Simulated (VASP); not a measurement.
# Ni (Fd-3m) in VASP: a series of runs

Ni is run at these levels: PBE; tasks: single point, relaxation of cell and atoms.

All numbers are computed with VASP 6.6.1; they aren't measurements. Logs are shortened: lines on timing, memory, paths and dates and some standing lists are left out, and cuts for length are marked.

## 1. The cell of the first run

The structure is cubic, space group Fd-3m (No. 227). Conventional cell: a = 4.592 Å, b = 4.592 Å, c = 4.592 Å, α = 90.00°, β = 90.00°, γ = 90.00°. Ni (site symmetry -43m) has 4 Ni at 1.99 Å within 2.6 Å.

## 2. Single point, PBE, collinear spin, ferromagnetic start

INCAR

```
  PREC = Accurate
  ENCUT = 520
  EDIFF = 1E-6
  ISMEAR = 0
  SIGMA = 0.1
  LREAL = False
  LASPH = True
  NELM = 150
  ALGO = Fast
  ISIF = 2
  LWAVE = False
  LCHARG = False
  ISPIN = 2
  MAGMOM = 2 2
  LORBIT = 11
  LMAXMIX = 4
  GGA = PE
  NBANDS = 21
```

KPOINTS

```
Automatic mesh
0
Gamma
  6 6 6
```

POSCAR

```
Ni
1.0
    0.0000000000      2.2962173274      2.2962173274
    2.2962173274      0.0000000000      2.2962173274
    2.2962173274      2.2962173274      0.0000000000
Ni
2
Direct
    0.5000000000      0.5000000000      0.5000000000
    0.7500000000      0.7500000000      0.7500000000
```

Potentials or basis: VASP PAW PBE potentials, release 64 (Ni).

Run with:

```
> cat potpaw_PBE.64/Ni/POTCAR > POTCAR
> mpirun -np 1 vasp_std > vasp.out
```

OUTCAR:

```text
PREC = Accurate
   ENCUT = 520
   EDIFF = 1E-6
   ISMEAR = 0
   LREAL = False
   LASPH = True
   NELM = 150
   ISIF = 2
   ISPIN = 2
   LORBIT = 11
   GGA = PE

 ion  position               nearest neighbor table
   1  0.500  0.500  0.500-   2 1.99   2 1.99   2 1.99   2 1.99
   2  0.750  0.750  0.750-   1 1.99   1 1.99   1 1.99   1 1.99

  LATTYP: Found a face centered cubic cell.
 ALAT       =     4.5924346548

  Lattice vectors:

 A1 = (   0.0000000000,   2.2962173274,   2.2962173274)
 A2 = (   2.2962173274,   0.0000000000,   2.2962173274)
 A3 = (   2.2962173274,   2.2962173274,   0.0000000000)

Analysis of symmetry for initial positions (statically):
=====================================================================
 Subroutine PRICEL returns:
 Original cell was already a primitive cell.

 Routine SETGRP: Setting up the symmetry group for a
 face centered cubic supercell.

 Subroutine GETGRP returns: Found 48 space group operations
 (whereof 24 operations were pure point group operations)
 out of a pool of 48 trial point group operations.

The static configuration has the point symmetry T_d .
 The point group associated with its full space group is O_h .

Analysis of symmetry for dynamics (positions and initial velocities):
=====================================================================
 Subroutine PRICEL returns:
 Original cell was already a primitive cell.

 Routine SETGRP: Setting up the symmetry group for a
 face centered cubic supercell.

 Subroutine GETGRP returns: Found 48 space group operations
 (whereof 24 operations were pure point group operations)
 out of a pool of 48 trial point group operations.

The dynamic configuration has the point symmetry T_d .
 The point group associated with its full space group is O_h .

Analysis of structural, dynamic, and magnetic symmetry:
=====================================================================
 Subroutine PRICEL returns:
 Original cell was already a primitive cell.

 Routine SETGRP: Setting up the symmetry group for a
 face centered cubic supercell.

 Subroutine GETGRP returns: Found 48 space group operations
 (whereof 24 operations were pure point group operations)
 out of a pool of 48 trial point group operations.

The overall configuration has the point symmetry T_d .
 The point group associated with its full space group is O_h .

 Subroutine INISYM returns: Found 48 space group operations
 (whereof 24 operations are pure point group operations),
 and found     1 'primitive' translations

----------------------------------------------------------------------------------------

                                     Primitive cell

  volume of cell :      24.2141

  direct lattice vectors                    reciprocal lattice vectors
     0.000000000  2.296217327  2.296217327    -0.217749424  0.217749424  0.217749424
     2.296217327  0.000000000  2.296217327     0.217749424 -0.217749424  0.217749424
     2.296217327  2.296217327  0.000000000     0.217749424  0.217749424 -0.217749424

  length of vectors
     3.247341687  3.247341687  3.247341687     0.377153065  0.377153065  0.377153065

  position of ions in fractional coordinates (direct lattice)
     0.500000000  0.500000000  0.500000000
     0.750000000  0.750000000  0.750000000

  ion indices of the primitive-cell ions
   primitive index   ion index
                 1           1
                 2           2

----------------------------------------------------------------------------------------

 KPOINTS: Automatic mesh

Automatic generation of k-mesh.
 Grid dimensions read from file:
 generate k-points for:    6    6    6

 Generating k-lattice:

  Cartesian coordinates                     Fractional coordinates (reciprocal lattice)
    -0.036291571  0.036291571  0.036291571     0.166666667  0.000000000  0.000000000
     0.036291571 -0.036291571  0.036291571     0.000000000  0.166666667  0.000000000
     0.036291571  0.036291571 -0.036291571     0.000000000  0.000000000  0.166666667

  Length of vectors
     0.062858844  0.062858844  0.062858844

  Shift w.r.t. Gamma in fractional coordinates (k-lattice)
     0.000000000  0.000000000  0.000000000

 Subroutine IBZKPT returns following result:
 ===========================================

 Found     16 irreducible k-points:

 Following reciprocal coordinates:
            Coordinates               Weight
  0.000000  0.000000  0.000000      1.000000
  0.166667  0.000000  0.000000      8.000000
  0.333333  0.000000  0.000000      8.000000
  0.500000  0.000000  0.000000      4.000000
  0.166667  0.166667  0.000000      6.000000
  0.333333  0.166667  0.000000     24.000000
[... 8 lines left out ...]
 -0.333333  0.333333  0.166667     24.000000
 -0.333333  0.500000  0.166667     12.000000
   k-points           NKPTS =     16   k-points in BZ     NKDIM =     16   number of bands    NBANDS=     21
   number of dos      NEDOS =    301   number of ions     NIONS =      2
   total plane-waves  NPLWV =  13824
   dimension x,y,z NGX =    24 NGY =   24 NGZ =   24
   dimension x,y,z NGXF=    48 NGYF=   48 NGZF=   48
   ions per type =               2
   NGX,Y,Z   is equivalent  to a cutoff of  12.29, 12.29, 12.29 a.u.
   NGXF,Y,Z  is equivalent  to a cutoff of  24.57, 24.57, 24.57 a.u.
 SYSTEM =  unknown system
   PREC   = accura    normal or accurate (medium, high low for compatibility)
   ISTART =      0    job   : 0-new  1-cont  2-samecut
   ICHARG =      2    charge: 1-file 2-atom 10-const
   ISPIN  =      2    spin polarized calculation?
   LNONCOLLINEAR =      F non collinear calculations
   LSORBIT =      F    spin-orbit coupling
   LASPH  =      T    aspherical Exc in radial PAW
   ENCUT  =  520.0 eV  38.22 Ry    6.18 a.u.   6.04  6.04  6.04*2*pi/ulx,y,z
   NELM   =    150;   NELMIN=  2; NELMDL= -5     # of ELM steps
   EDIFF  = 0.1E-05   stopping-criterion for ELM
   LREAL  =      F    real-space projection
   EDIFFG = 0.1E-04   stopping-criterion for IOM
   NSW    =      0    number of steps for IOM
   IBRION =     -1    ionic relax: 0-MD 1-quasi-New 2-CG
   NFREE  =      0    steps in history (QN), initial steepest desc. (CG)
   ISIF   =      2    stress and relaxation
   ISYM   =      2    0-nonsym 1-usesym 2-fastsym
   POTIM  = 0.5000    time-step for ionic-motion
   TEBEG  =    0.0;   TEEND  =   0.0 temperature during run
   PSTRESS=    0.0 pullay stress
   NELECT =      20.0000    total number of electrons
   NUPDOWN=      -1.0000    fix difference up-down
   EMIN   =  10.00;   EMAX   =-10.00  energy-range for DOS
   EFERMI =   0.00;   METHOD = LEGACY
   ISMEAR =     0;   SIGMA  =   0.10  broadening in eV -4-tet -1-fermi 0-gaus
   EFERMI_NEDOS =   21; number of points for ismear=-14 and -15
   IALGO  =     68    algorithm
   IMIX   =      4    mixing-type and parameters
     AMIX     =   0.40;   BMIX     =  1.00
     AMIX_MAG =   1.60;   BMIX_MAG =  1.00
  volume/ion in A,a.u.               =      12.11        81.70
  Fermi-wavevector in a.u.,A,eV,Ry     =   1.536014  2.902646 32.100756  2.359339
  Thomas-Fermi vector in A             =   2.642722
   LORBIT       =     11    0 simple, 1 ext, 2 COOP (PROOUT), +10 PAW based schemes
   GGA     = PE    functional components
   LHFCALC =     F    Hartree Fock is set to
   AEXX    =    0.0000 exact exchange contribution
   IVDW    =     0    specifies the selected vdW correction
   LEPSILON=     F    determine dielectric tensor
   LRPA    =     F    only Hartree local field effects (RPA)
 spin polarized calculation
 RMM-DIIS sequential band-by-band and
 Gauss-broadening in eV      SIGMA  =   0.10
  energy-cutoff  :      520.00
  volume of cell :       24.21
 maximum number of plane-waves:       660
   NGX = 13   NGY = 13   NGZ = 13

 number of electron      19.9999978 magnetization       1.4364128

 Free energy of the ion-electron system (eV)
  ---------------------------------------------------
  ext. energy  EPLUGINS =         0.00000000
  ---------------------------------------------------
  free energy    TOTEN  =        -7.33879941 eV

  energy without entropy =       -7.32633549  energy(sigma->0) =       -7.33256745

 E-fermi :   8.3896     XC(G=0): -12.3303

 val. band max:        8.3474362035   @ k =   0.5000   0.1667   0.0000
 cond. band min:       8.4241818798   @ k =   0.5000   0.3333   0.0000
 fundamental gap:      0.0767456764
 Fermi energy:         8.3896348879

 spin component 1

 k-point     1 :       0.0000    0.0000    0.0000
  band No.  band energies     occupation
      1      -0.0599      1.00000
      2       3.8967      1.00000
      3       3.8967      1.00000
      4       4.1304      1.00000
      5       4.1304      1.00000
      6       4.1304      1.00000
[... 13 lines left out ...]
     20      28.1206      0.00000
     21      28.1206      0.00000
[... 337 lines left out ...]
 k-point    16 :      -0.3333    0.5000    0.1667
  band No.  band energies     occupation
      1       3.1460      1.00000
      2       3.1460      1.00000
      3       4.4652      1.00000
      4       4.4652      1.00000
      5       5.2436      1.00000
      6       5.2436      1.00000
[... 13 lines left out ...]
     20      37.4857      0.00000
     21      37.7024      0.00000
 Fermi energy:         8.3896348879

 spin component 2

 k-point     1 :       0.0000    0.0000    0.0000
  band No.  band energies     occupation
      1      -0.0285      1.00000
      2       4.5512      1.00000
      3       4.5512      1.00000
      4       4.7993      1.00000
      5       4.7993      1.00000
      6       4.7993      1.00000
[... 13 lines left out ...]
     20      28.1767      0.00000
     21      28.1767      0.00000
[... 337 lines left out ...]
 k-point    16 :      -0.3333    0.5000    0.1667
  band No.  band energies     occupation
      1       3.7128      1.00000
      2       3.7128      1.00000
      3       5.1349      1.00000
      4       5.1349      1.00000
      5       5.8102      1.00000
      6       5.8102      1.00000
[... 13 lines left out ...]
     20      37.5378      0.00000
     21      37.7933      0.00000

------------------------ aborting loop because EDIFF is reached ----------------------------------------

  FORCE on cell =-STRESS in cart. coord.  units (eV):
  Direction    XX          YY          ZZ          XY          YZ          ZX
  --------------------------------------------------------------------------------------
  -------------------------------------------------------------------------------------
  Total        8.8221174      8.8221174      8.8221174      0.0000000      0.0000000      0.0000000
  in kB      583.7332734    583.7332734    583.7332734      0.0000000      0.0000000      0.0000000
  external PRESSURE =     583.7332734 kB  Pullay stress =       0.0000000 kB

 VOLUME and BASIS-vectors are now :
 -----------------------------------------------------------------------------
  energy-cutoff  :      520.00
  volume of cell :       24.21
      direct lattice vectors                 reciprocal lattice vectors
     0.000000000  2.296217327  2.296217327    -0.217749424  0.217749424  0.217749424
     2.296217327  0.000000000  2.296217327     0.217749424 -0.217749424  0.217749424
     2.296217327  2.296217327  0.000000000     0.217749424  0.217749424 -0.217749424

 POSITION                                       TOTAL-FORCE (eV/Angst)
 -----------------------------------------------------------------------------------
      2.29622      2.29622      2.29622         0.000000      0.000000      0.000000
      3.44433      3.44433      3.44433        -0.000000     -0.000000     -0.000000
 -----------------------------------------------------------------------------------
    total drift:                               -0.000000      0.000000      0.000000

  FREE ENERGIE OF THE ION-ELECTRON SYSTEM (eV)
  ---------------------------------------------------
  free  energy   TOTEN  =        -7.3387994123 eV

  energy  without entropy=       -7.3263354950  energy(sigma->0) =       -7.33256745

 total charge

# of ion       s       p       d       tot
------------------------------------------
    1        0.656   0.561   8.515   9.732
    2        0.656   0.561   8.515   9.732
--------------------------------------------------
tot          1.313   1.122  17.030  19.464

 magnetization (x)

# of ion       s       p       d       tot
------------------------------------------
    1       -0.013  -0.010   0.721   0.698
    2       -0.013  -0.010   0.721   0.698
--------------------------------------------------
tot         -0.027  -0.020   1.442   1.396
```

Run time: 12 s. Hardware: 1 thread of Intel Xeon 6975P-C, shared host; peak memory 0.15 GiB.

Results:

```yaml
Free_energy: -7.3388 eV
Pressure: 58.4 GPa
Net_moment: 1.44 μB per cell
Site_moments: Ni +0.70 μB
Valence_electrons_inside_the_program's_atomic_spheres: Ni 9.73
```

Caveat: the k points lie up to 0.39 Å⁻¹ apart.

(Part 1 of 3 ends here.)
